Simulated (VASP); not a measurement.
# Cr: single point with PBE

The system is Cr.

```xyz
4
Lattice="1.3850 -4.3675 0.0000 1.3850 4.3675 0.0000 0.0000 0.0000 3.9839" Properties=species:S:1:pos:R:3 pbc="T T T"
Cr    1.3850   -1.1472    1.9920
Cr    1.3850   -3.2203    3.9839
Cr    1.3850    1.1472    1.9920
Cr    1.3850    3.2203    0.0000
```

```yaml
Program: VASP 6.6.1
Task: single point
Functional: PBE
Potentials_or_basis: VASP PAW PBE potentials, release 64 (Cr_pv)
Cutoff: 520 eV
k_mesh: 16 × 16 × 10
Occupations: gaussian, width 0.1 eV
Spin: no spin polarisation
```

| Quantity | Value |
| --- | --- |
| Pressure | -0.2 GPa |
| Largest force | 0.015 eV/Å |
| Band gap on the k mesh | zero (bands 24 and 25 overlap by 1.31 eV) |

Forces on the atoms (eV/Å):
```
Cr   0.000 -0.015  0.000
Cr   0.000  0.015  0.000
Cr   0.000  0.015  0.000
Cr   0.000 -0.015  0.000
```

Stress tensor (GPa, compression positive):
```
-0.25  0.00  0.00
 0.00 -0.13  0.00
 0.00  0.00 -0.34
```

Levels at points of the mesh, in eV from the Fermi level:
| k point | band 22 | band 23 | band 24 | band 25 | band 26 | band 27 |
| --- | --- | --- | --- | --- | --- | --- |
| (0.00, 0.00, 0.00) | -0.43 | 0.03 | 0.20 | 0.80 | 0.84 | 1.10 |
| (0.50, 0.00, 0.00) | -1.74 | -0.20 | -0.20 | -0.16 | -0.16 | 0.87 |
| (0.50, 0.50, 0.00) | -1.07 | -0.49 | -0.27 | -0.15 | 0.95 | 1.02 |
| (0.00, 0.00, 0.50) | -0.88 | -0.20 | -0.20 | 0.18 | 0.18 | 0.37 |
| (0.50, 0.00, 0.50) | -0.39 | 0.13 | 0.13 | 0.72 | 0.72 | 1.73 |
| (0.50, 0.50, 0.50) | -0.98 | -0.49 | -0.49 | -0.08 | -0.08 | 0.30 |

Run time: 7.3 min on 1 thread of Intel(R) Xeon(R) 6975P-C (Granite Rapids) (shared host), peak memory 0.56 GiB.

Caveat: the run has no spin polarisation, though such a crystal can be magnetic. Spin polarisation is off, so any magnetic state and its effect on volume and gap are missing.
